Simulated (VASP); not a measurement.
Here is a VASP 6.6.1 calculation.

INCAR

```
PREC = Accurate ; ENCUT = 520
EDIFF = 1E-6 ; ISMEAR = -1
SIGMA = 0.05 ; LREAL = False
LASPH = True ; NELM = 150
ALGO = Normal ; ISIF = 2
LWAVE = False ; LCHARG = False
ISPIN = 2 ; MAGMOM = 1
LORBIT = 11 ; LMAXMIX = 6
GGA = CA ; NBANDS = 22
```

KPOINTS

```
Automatic mesh
0
Gamma
  8 8 8
```

File POSCAR:

```
Yb
1.0
    0.0000000000      2.7060265364      2.7060265364
    2.7060265364      0.0000000000      2.7060265364
    2.7060265364      2.7060265364      0.0000000000
Yb
1
Direct
    0.0000000000      0.0000000000      0.0000000000
```

Potentials or basis: VASP PAW PBE potentials, release 64 (Yb).

Launch:

```console
$ cat potpaw_PBE.64/Yb/POTCAR > POTCAR
$ mpirun -np 1 vasp_std > vasp.out
```

Q: What does it give for the net moment?

A: 0.00 μB per cell.

Q: What does it give for the pressure?

A: -6.2 GPa.

Caveat: the cell stands under tension; the PAW data sets were made with another functional, which shifts forces and pressure a little. The state reached can hang on the start; a lower one may exist.
